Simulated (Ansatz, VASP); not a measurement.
## One calculation of Al9H, two programs

```xyz
20
Lattice="5.7086 0.0000 0.0000 -1.4272 9.7033 0.0000 0.0000 0.0000 22.7903" Properties=species:S:1:pos:R:3 pbc="T T T"
Al    1.4272    0.6297    4.0000
Al    4.2815    0.6297    4.0000
Al    1.4272    3.3179    4.9960
Al    4.2815    3.3179    4.9960
Al    0.0000    5.7962    5.1952
Al    2.8543    5.7962    5.1952
Al    1.4272    8.2746    5.3944
Al    4.2815    8.2746    5.3944
Al    0.0003    1.2395    6.4001
Al    2.8546    1.2395    6.4001
Al   -0.0073    3.9228    7.5233
Al    2.8471    3.9228    7.5233
Al    1.4243    6.4014    7.6799
Al    4.2786    6.4014    7.6799
Al   -0.0084    8.8410    7.8611
Al    2.8460    8.8410    7.8611
Al    1.4323    1.7608    8.7903
Al    4.2866    1.7608    8.7903
H     2.9895    3.2062    9.8803
H     2.7204    5.0355    9.8803
```

Alike in both runs: task single point; functional PBE; k mesh 5 × 3 × 1; occupations gaussian, width 0.1 eV; no spin polarisation.

```csv
,VASP,Ansatz
version,VASP 6.6.1,Ansatz 0.2.0
potentials or method,"VASP PAW PBE potentials, release 64 (Al, H), cutoff 520 eV","scalar-relativistic, plane waves, PAW"
valence electrons in the cell,56,56
```

```tsv
	VASP	Ansatz	Ansatz less VASP
gap on the k mesh at the Fermi level (eV)	none	none	-
rms of the force components (eV/Å)	0.217	0.217	+0.0001
```

Atom by atom the forces differ by 0.001 eV/Å (rms over components). A gap of «none» marks a metal or a gap that the smearing closes. Ansatz's warnings: xc potential rough in thin density.
